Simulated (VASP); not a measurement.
Na:

```
CELL_PARAMETERS angstrom
-2.34130 2.34130 2.17511
2.34130 -2.34130 2.17511
2.34130 2.34130 -2.17511
ATOMIC_POSITIONS crystal
Na 0.00000 0.00000 0.00000
```

* Program: VASP 6.6.1
* Task: relaxation of cell and atoms
* Functional: PBEsol
* Potentials or basis: VASP PAW PBE potentials, release 64 (Na_pv)
* Cutoff: 600 eV
* k mesh: 14 × 14 × 14
* Occupations: gaussian, width 0.1 eV
* Spin: no spin polarisation

At the start: pressure -1.3 GPa; volume 47.69 Å³/atom.

Task: Where does the relaxation end?

Result: Over 8 steps the energy falls by 59.0 meV/atom and the volume is 36.13 Å³/atom (-24.2 %); space group I4/mmm (No. 139, to 0.1 Å) before and after.

Step by step:
| step | energy change (eV) | largest force (eV/Å) | pressure (GPa) | volume (Å³) |
| --- | --- | --- | --- | --- |
| 1 | 0.0000 | 0.0000 | -1.30 | 47.69 |
| 2 | -0.0204 | 0.0000 | -1.18 | 45.07 |
| 3 | -0.0571 | 0.0000 | -0.32 | 37.79 |
| 4 | -0.0587 | 0.0000 | 0.08 | 35.81 |
| 5 | -0.0588 | 0.0000 | -0.05 | 36.18 |
| 6 | -0.0588 | 0.0000 | 0.03 | 36.18 |
| 7 | -0.0589 | 0.0000 | 0.06 | 36.16 |
| 8 | -0.0590 | 0.0000 | 0.01 | 36.13 |

Final structure:
```
Na
1.0
    -2.11435    2.11435    2.02046
     2.11435   -2.11435    2.02046
     2.11435    2.11435   -2.02046
Na
1
Cartesian
  2.1143 2.1143 2.0205
```

Caveat: the volume moved by over 15 % at a fixed basis, so the end points are rough; the PAW data sets were made with another functional, which shifts forces and pressure a little.
